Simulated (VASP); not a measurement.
Runs of VASP 6.6.1 on MgO. The structure is that of space group P-6m2 (No. 187), or close to it. The cells are those of the table. 

| cell | gap on the mesh (eV) | pressure (GPa) |
| --- | --- | --- |
| a = 2.938, b = 2.938, c = 2.680 Å, angles 90.0, 90.0, 120.0°, 2 atoms | (c) | (d) |
| a = 2.898, b = 2.898, c = 2.643 Å, angles 90.0, 90.0, 120.0°, 2 atoms | 3.23 | 1.5 |
| a = 2.996, b = 2.996, c = 2.732 Å, angles 90.0, 90.0, 120.0°, 2 atoms | 2.51 | -11.1 |
| a = 2.918, b = 2.918, c = 2.662 Å, angles 90.0, 90.0, 120.0°, 2 atoms | 3.07 | -1.6 |
| a = 2.957, b = 2.957, c = 2.697 Å, angles 90.0, 90.0, 120.0°, 2 atoms | 2.78 | (b) |
| a = 2.878, b = 2.878, c = 2.625 Å, angles 90.0, 90.0, 120.0°, 2 atoms | 3.39 | 4.9 |
| a = 2.977, b = 2.977, c = 2.715 Å, angles 90.0, 90.0, 120.0°, 2 atoms | 2.64 | (a) |

Alike in all rows: task single point; level PBEsol; potentials or basis VASP PAW PBE potentials, release 64 (Mg, O); no spin polarisation; k mesh 12 × 12 × 8; cutoff (eV) 520; smearing gaussian 0.01 eV.

Fill in the values left out.

(a) -9.0; (b) -6.8; (c) 2.92; (d) -4.4.

Caveats: the PAW data sets were made with another functional, which shifts forces and pressure a little.

A k mesh can miss the band edges.
